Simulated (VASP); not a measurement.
Write the native input for VASP 6.6.1 that does the following.

| Item | Value |
| --- | --- |
| Task | relaxation of the atoms |
| Functional | PBE |
| Potentials or basis | VASP PAW PBE potentials, release 64 (B, N) |
| Cutoff | 520 eV |
| k mesh | 13 × 13 × 5 |
| Occupations | fermi-dirac, width 0.02 eV |
| Spin | no spin polarisation |
| Dipole correction | no |
| Further INCAR settings | ALGO = Normal; EDIFF = 1e-06; IBRION = 2; EDIFFG = -0.02; NSW = 80 |

The structure of BN lies in POSCAR:

```
BN
1.0
    2.5898165690      0.0000000000      0.0000000000
   -1.2949082845      2.2428469398      0.0000000000
    0.0000000000      0.0000000000      6.7274054023
B N
2 2
Direct
    0.3333333333      0.6666666667      0.2500000000
    0.6666666667      0.3333333333      0.7500000000
    0.3333333333      0.6666666667      0.7500000000
    0.6666666667      0.3333333333      0.2500000000
```

One way to write it, as run:

INCAR

```
SYSTEM = BN
PREC = Accurate ; ENCUT = 520
EDIFF = 1E-6 ; ISMEAR = -1
SIGMA = 0.02 ; LREAL = .False.
LASPH = .True. ; NELM = 100
ALGO = Normal ; ISIF = 2
LWAVE = .False. ; LCHARG = .False.
GGA = PE ; IBRION = 2
NSW = 80 ; EDIFFG = -0.02
```

KPOINTS

```
regular mesh
0
Gamma
  13 13 5
  0 0 0
```

Potentials or basis: VASP PAW PBE potentials, release 64 (B, N).

The run is started by

```console
$ cat potpaw_PBE.64/B/POTCAR potpaw_PBE.64/N/POTCAR > POTCAR
$ mpirun -np 1 vasp_std > vasp.out
```

Results of the run:

```
Pressure after relaxing : -17.8 GPa
Band gap on the k mesh  : 4.12 eV (least direct gap 4.42 eV)
```

Caveat: the relaxation stopped at its first step, so nothing moved; an odd mesh through Γ misses points on the zone boundary, where band edges can lie; this functional lacks dispersion, which binds the layers, so the pressure and a relaxed spacing across them are unreliable.

Wall time 14 s on 1 thread of AMD EPYC 9R45 96-Core Processor (Zen 5), on a shared host, peak memory 0.13 GiB.
